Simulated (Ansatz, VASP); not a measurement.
One calculation of LiF, two programs

```
Li F
1.0
     2.23987    2.25129    0.00696
     2.17780   -2.17531    4.38235
     2.12663   -2.15197   -4.34510
Li F
4 4
Direct
  0.43335 0.33973 0.65674
  0.03144 0.89000 0.63459
  0.96051 0.40460 0.10948
  0.52766 0.88899 0.14966
  0.01600 0.23820 0.76028
  0.48490 0.72676 0.75304
  0.44956 0.26438 0.23900
  0.09658 0.74734 0.19720
```

Change from the starting cell: cell x4, atoms moved at random (sigma 0.15 Å) and cell strained at random (1.5 %), then relaxed without symmetry.

Alike in both runs: task relaxation of cell and atoms; functional PBE; k mesh 4 × 4 × 4; occupations gaussian, width 0.1 eV; no spin polarisation.

```csv
,VASP,Ansatz
version,VASP 6.6.1,Ansatz 0.2.0
potentials or method,"VASP PAW PBE potentials, release 64 (Li_sv, F), cutoff 600 eV","scalar-relativistic, plane waves, PAW"
valence electrons in the cell,40,40
```

Ansatz gave:

```
gap on the k mesh at the Fermi level, each at its own relaxed structure (eV)  : 7.64
relaxed volume (Å³/atom)                                                      : 10.40
relaxed length of the cell vector where the two differ most in proportion (Å) : 3.097
```

Q: Which values does VASP return?

A: gap on the k mesh at the Fermi level, each at its own relaxed structure (eV): 7.68; relaxed volume (Å³/atom): 10.30; relaxed length of the cell vector where the two differ most in proportion (Å): 3.074.

The k mesh is coarse, so the values compare programs but aren't converged. Noted on VASP's run: the cutoff is under 1.25 times that of the potentials, so the pressure is a little rough.
